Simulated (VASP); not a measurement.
Wanted: the native input for a VASP 6.6.1 run.

```yaml
Task: single point
Functional: PBE
Potentials_or_basis: VASP PAW PBE potentials, release 64 (Cl)
Cutoff: 500 eV
k_mesh: 13 × 13 × 6
Occupations: methfessel-paxton, width 0.05 eV
Spin: no spin polarisation
Dipole_correction: no
Further_INCAR_settings: ALGO = Normal; EDIFF = 1e-06; NBANDS = 22
```

The structure of Cl lies in POSCAR:

```
Cl
1.0
    3.9499447596     -2.1498073953      0.0000000000
    3.9499447596      2.1498073953      0.0000000000
    0.0000000000      0.0000000000      8.3292698896
Cl
4
Direct
    0.8862043646      0.1137956354      0.1064959058
    0.6137956354      0.3862043646      0.6064959058
    0.1137956354      0.8862043646      0.8935040942
    0.3862043646      0.6137956354      0.3935040942
```

These files were run (other wordings do the same):

INCAR

```
  PREC = Accurate
  ENCUT = 500
  EDIFF = 1E-6
  ISMEAR = 1
  SIGMA = 0.05
  LREAL = False
  LASPH = True
  NELM = 120
  ALGO = Normal
  ISIF = 2
  LWAVE = False
  LCHARG = True
  GGA = PE
  LELF = True
  LVHAR = True
  NBANDS = 22
  GGA_COMPAT = False
```

KPOINTS

```
regular mesh
0
Gamma
  13 13 6
```

Potentials or basis: VASP PAW PBE potentials, release 64 (Cl).

Launch:

```console
$ cat potpaw_PBE.64/Cl/POTCAR > POTCAR
$ mpirun -np 1 vasp_std > vasp.out
```

Results of the run:

```json
{
  "Pressure": "-0.3 GPa",
  "Largest force": "0.178 eV/Å",
  "Band gap on the k mesh": "2.35 eV"
}
```

Caveat: this functional lacks dispersion, which holds the molecules together, so the pressure and a relaxed volume are unreliable.

Wall time 9.7 min on 1 thread of Oxide Virtual Turin-like Processor, on a shared host, peak memory 0.5 GiB.
